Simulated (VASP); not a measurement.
Write the native input for VASP 6.6.1 that does the following.

```yaml
Task: single point
Functional: HSE06
Potentials_or_basis: VASP PAW PBE potentials, release 64 (B, Al, As)
Cutoff: 520 eV
k_mesh: 4 × 4 × 4
Occupations: gaussian, width 0.01 eV
Spin: no spin polarisation
Dipole_correction: no
Grid_for_exact_exchange_PRECFOCK: Fast
Further_INCAR_settings: ALGO = Normal; EDIFF = 1e-07; NBANDS = 26
Share_of_exact_exchange: 0.25
Screening_parameter: 0.2079 1/Å
```

Crystal: Al3BAs4.

```xyz
8
Lattice="1.9343 1.1168 12.7653 -1.9343 1.1168 12.7653 0.0000 -2.2336 12.7653" Properties=species:S:1:pos:R:3 pbc="T T T"
B     1.9343    1.1168   12.8379
Al    0.0000    0.0000    9.7207
Al    0.0000    0.0000   19.1489
Al    0.0000    0.0000   28.5756
As    0.0000    0.0000   12.1842
As    0.0000    0.0000   21.5920
As    0.0000    0.0000   31.0183
As    0.0000    0.0000    2.1490
```

These files were run (other wordings do the same):

POSCAR

```
Al3BAs4
1.0
    1.9343371488      1.1167900735     12.7652590464
   -1.9343371488      1.1167900735     12.7652590464
    0.0000000000     -2.2335801471     12.7652590464
B Al As
1 3 4
Direct
    1.0018971491      0.0018971491      0.0018971491
    0.2538328009      0.2538328009      0.2538328009
    0.5000269745      0.5000269745      0.5000269745
    0.7461805440      0.7461805440      0.7461805440
    0.3181594670      0.3181594670      0.3181594670
    0.5638226637      0.5638226637      0.5638226637
    0.8099654444      0.8099654444      0.8099654444
    0.0561149563      0.0561149563      0.0561149563
```

INCAR.step1

```
  PREC = Accurate
  ENCUT = 520
  EDIFF = 1E-5
  ISMEAR = 0
  SIGMA = 0.01
  LREAL = False
  LASPH = True
  NELM = 60
  ALGO = Normal
  ISIF = 2
  LWAVE = True
  LCHARG = False
  GGA = PE
  NBANDS = 26
  LUSENCCL = False
```

INCAR.step2

```
  PREC = Accurate
  ENCUT = 520
  EDIFF = 1E-7
  ISMEAR = 0
  SIGMA = 0.01
  LREAL = False
  LASPH = True
  NELM = 60
  ALGO = Normal
  ISIF = 2
  LWAVE = False
  LCHARG = False
  GGA = PE
  LHFCALC = True
  HFSCREEN = 0.2079
  PRECFOCK = Fast
  ISTART = 1
  NBANDS = 26
  LUSENCCL = False
```

KPOINTS

```
regular mesh
0
Gamma
  4 4 4
```

Potentials or basis: VASP PAW PBE potentials, release 64 (B, Al, As).

Command:

```bash
$ cat potpaw_PBE.64/B/POTCAR potpaw_PBE.64/Al/POTCAR potpaw_PBE.64/As/POTCAR > POTCAR
$ cp INCAR.step1 INCAR
$ mpirun -np 1 vasp_std > vasp.out
$ cp INCAR.step2 INCAR
$ mpirun -np 1 vasp_std > vasp.out
```

Results of the run:

```json
{
  "Pressure": "-0.2 GPa",
  "Largest force": "0.123 eV/Å",
  "Band gap on the k mesh": "1.13 eV"
}
```

Caveat: the k points lie up to 0.47 Å⁻¹ apart; the PAW data sets were made with another functional, which shifts forces and pressure a little.

Wall time 41 min on 1 × NVIDIA H100 80GB with 1 thread of AMD EPYC 7R13 Processor (Zen 3), with other jobs on the host, peak memory 2 GiB.
